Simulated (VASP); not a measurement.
A run of VASP 6.6.1:

File INCAR:

```
SYSTEM = ZnO
PREC = Accurate
ENCUT = 520
EDIFF = 1E-7
ISMEAR = 0
SIGMA = 0.02
LREAL = .FALSE.
LASPH = .TRUE.
NELM = 60
ALGO = Normal
ISIF = 2
LWAVE = .FALSE.
LCHARG = .FALSE.
GGA = PE
NBANDS = 46
```

Contents of KPOINTS:

```
Automatic mesh
0
G
  1 1 2
  0 0 0
```

Contents of POSCAR:

```
ZnO
1.0
    4.4329429812      0.0000000000      0.0000000000
    0.0000000000      4.4329429812      0.0000000000
    0.0000000000      0.0000000000      3.8717194252
Zn O
4 4
Direct
    0.2500005858      0.2500005858      0.5000000000
    0.7499994142      0.7499994142      0.5000000000
    0.7500005858      0.2499994142      0.0000000000
    0.2499994142      0.7500005858      0.0000000000
    0.7499991940      0.2500008060      0.5000000000
    0.2500008060      0.7499991940      0.5000000000
    0.7500008060      0.7500008060      0.0000000000
    0.2499991940      0.2499991940      0.0000000000
```

Potentials or basis: VASP PAW PBE potentials, release 64 (Zn, O).

Run with:

```console
$ cat potpaw_PBE.64/Zn/POTCAR potpaw_PBE.64/O/POTCAR > POTCAR
$ mpirun -np 1 vasp_std > vasp.out
```

Hardware: 1 thread of Intel(R) Xeon(R) 6975P-C (Granite Rapids), with other jobs on the host.

Task: Estimate the wall time of this run.

Result: It took 7 s on 1 thread of Intel(R) Xeon(R) 6975P-C (Granite Rapids), with other jobs on the host, peak memory 0.18 GiB. Counts: scf iterations 15, k points 2.
